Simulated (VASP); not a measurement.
A run of VASP 6.6.1 is set up as follows.

File INCAR:

```
SYSTEM = SnO
PREC = Accurate
ENCUT = 520
EDIFF = 1E-7
ISMEAR = 0
SIGMA = 0.15
LREAL = .FALSE.
LASPH = .TRUE.
NELM = 100
ALGO = Normal
ISIF = 2
LWAVE = .FALSE.
LCHARG = .TRUE.
GGA = PS
LELF = .TRUE.
LVHAR = .TRUE.
NBANDS = 28
```

KPOINTS

```
regular mesh
0
G
  12 12 10
  0 0 0
```

POSCAR

```
SnO
1.0
    3.9511173811      0.0000000000      0.0000000000
    0.0000000000      3.9511173811      0.0000000000
    0.0000000000      0.0000000000      4.9328280874
Sn O
2 2
Direct
    0.0000000000      0.5000000000      0.2425296443
    0.5000000000      0.0000000000      0.7574703557
    0.0000000000      0.0000000000      0.0000000000
    0.5000000000      0.5000000000      0.0000000000
```

Potentials or basis: VASP PAW PBE potentials, release 64 (Sn_d, O).

The run is started by

```console
$ cat potpaw_PBE.64/Sn_d/POTCAR potpaw_PBE.64/O/POTCAR > POTCAR
$ mpirun -np 1 vasp_std > vasp.out
```

(1) Predict the largest force.

(2) Predict the pressure.

(3) Predict the band gap on the k mesh.

Answers

(1) 1.245 eV/Å.

(2) -8.5 GPa.

(3) 0.29 eV (least direct gap 1.94 eV).

Caveat: the cell stands under tension; semilocal functionals underestimate gaps, and a narrow one can read as zero; the PAW data sets were made with another functional, which shifts forces and pressure a little; spin-orbit coupling is left out, which moves the levels of the heavy elements.
